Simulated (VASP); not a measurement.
Wanted: the native input for a VASP 6.6.1 run.

| Item | Value |
| --- | --- |
| Task | electric field gradients |
| Functional | LDA |
| Potentials or basis | VASP PAW LDA potentials, release 64 (Ti_sv, O) |
| Cutoff | 520 eV |
| k mesh | 7 × 7 × 10 |
| Occupations | fermi-dirac, width 0.05 eV |
| Spin | no spin polarisation |
| Dipole correction | no |
| Further INCAR settings | ALGO = Normal; EDIFF = 1e-08; NBANDS = 33 |

The structure of TiO2 lies in POSCAR:

```
TiO2
1.0
    4.6841013062      0.0000000000      0.0000000000
    0.0000000000      4.6841013062      0.0000000000
    0.0000000000      0.0000000000      3.0170343416
Ti O
2 4
Direct
    0.0000000000      0.0000000000      0.0000000000
    0.5000000000      0.5000000000      0.5000000000
    0.3060000000      0.3060000000      0.0000000000
    0.1940000000      0.8060000000      0.5000000000
    0.6940000000      0.6940000000      0.0000000000
    0.8060000000      0.1940000000      0.5000000000
```

The input as run:

INCAR

```
SYSTEM = TiO2
  ALGO = Normal
  EDIFF = 1E-8
  ENCUT = 520
  GGA = CA
  ISIF = 2
  ISMEAR = -1
  LASPH = .TRUE.
  LCHARG = .FALSE.
  LEFG = .TRUE.
  LREAL = .FALSE.
  LWAVE = .FALSE.
  NBANDS = 33
  NELM = 60
  PREC = Accurate
  SIGMA = 0.05
```

KPOINTS

```
k-points
0
G
  7 7 10
  0 0 0
```

Potentials or basis: VASP PAW LDA potentials, release 64 (Ti_sv, O).

Run with:

```bash
$ cat potpaw_LDA.64/Ti_sv/POTCAR potpaw_LDA.64/O/POTCAR > POTCAR
$ mpirun -np 1 vasp_std > vasp.out
```

It gave:

```
Pressure                                : -18.6 GPa
Largest force                           : 0.165 eV/Å
Band gap on the k mesh                  : 1.68 eV
Largest electric field gradient by atom : Ti -23.2; O +22.2 V/Å²
```

Caveat: the cell stands under tension; without QUAD_EFG the Cq values of the log hold for a quadrupole moment of 1 mb, not for the nuclei; an odd mesh through Γ misses points on the zone boundary, where band edges can lie.

Wall time 4.2 min on 1 thread of Intel Xeon 8259CL, on a shared host, peak memory 0.22 GiB.
